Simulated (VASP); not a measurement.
BaMg2Sb2, 5 atoms in the cell. The structure is trigonal, space group P-3m1 (No. 164). Conventional cell: a = 4.791 Å, b = 4.791 Å, c = 8.191 Å, α = 90.00°, β = 90.00°, γ = 120.00°. Within 4.6 Å of Ba (site symmetry -3m) lie 6 Sb at 3.54 Å and 6 Mg at 4.14 Å. Within 3.8 Å of Mg (site symmetry 3m) lie 4 Sb at 2.90 Å and 3 Mg at 3.42 Å. Sb (site symmetry 3m) has 4 Mg at 2.90 Å and 3 Ba at 3.54 Å within 3.8 Å. 

* Program: VASP 6.6.1
* Task: single point
* Functional: r2SCAN
* Potentials or basis: VASP PAW PBE potentials, release 64 (Ba_sv, Mg, Sb)
* Cutoff: 660 eV
* k mesh: 6 × 6 × 4
* Occupations: gaussian, width 0.02 eV
* Spin: no spin polarisation
* Dipole correction: no
* Further INCAR settings: ALGO = Normal; EDIFF = 1e-06; NBANDS = 20

Potentials or basis: VASP PAW PBE potentials, release 64 (Ba_sv, Mg, Sb).

Run with:

```bash
$ cat potpaw_PBE.64/Ba_sv/POTCAR potpaw_PBE.64/Mg/POTCAR potpaw_PBE.64/Sb/POTCAR > POTCAR
$ cp INCAR.step1 INCAR
$ mpirun -np 1 vasp_std > vasp.out
$ cp INCAR.step2 INCAR
$ mpirun -np 1 vasp_std > vasp.out
```

Hardware: 1 thread of Intel(R) Xeon(R) 6975P-C (Granite Rapids) (shared host).

How long does it take, and how much memory?

Wall time 3.3 min on 1 thread of Intel(R) Xeon(R) 6975P-C (Granite Rapids), with other jobs on the host, peak memory 0.45 GiB. Counts: k points 24.
